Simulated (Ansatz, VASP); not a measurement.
# ZrO2 in VASP and in Ansatz

```xyz
6
Lattice="3.6010 0.0000 0.0000 0.0000 3.6010 0.0000 0.0000 0.0000 5.0181" Properties=species:S:1:pos:R:3 pbc="T T T"
Zr    0.0000    0.0000    0.0000
Zr    1.8005    1.8005    2.5090
O     0.0000    1.8005    1.4534
O     0.0000    1.8005    3.9624
O     1.8005    0.0000    3.5647
O     1.8005    0.0000    1.0557
```

Change from the starting cell: uniaxial_z strain -4.0%.

Alike in both runs: task single point; functional HSE06; k mesh 4 × 4 × 4; no spin polarisation.

|  | VASP | Ansatz |
| --- | --- | --- |
| version | VASP 6.6.1 | Ansatz 0.2.0 |
| potentials or method | VASP PAW PBE potentials, release 64 (Zr_sv, O) | plane waves, PAW |
| plane-wave cutoff (eV) | 520 | 420 |
| occupations | gaussian, width 0.01 eV | fixed |
| valence electrons in the cell | 48 | 48 |

|  | VASP | Ansatz | Ansatz less VASP |
| --- | --- | --- | --- |
| gap on the k mesh at the Fermi level (eV) | 5.35 | 5.37 | +0.011 |
| pressure (GPa) | 4.7 | 4.1 | -0.57 |
| traceless stress, the component that is largest in VASP (GPa) | 7.96 | 8.02 | +0.067 |
| rms of the force components (eV/Å) | 0.006 | 0.003 | -0.0029 |

Atom by atom the forces differ by 0.009 eV/Å (rms over components). Ansatz's warnings: stress exchange threshold loose, stress scf threshold loose.

The k mesh is coarse, so the values compare programs but aren't converged.
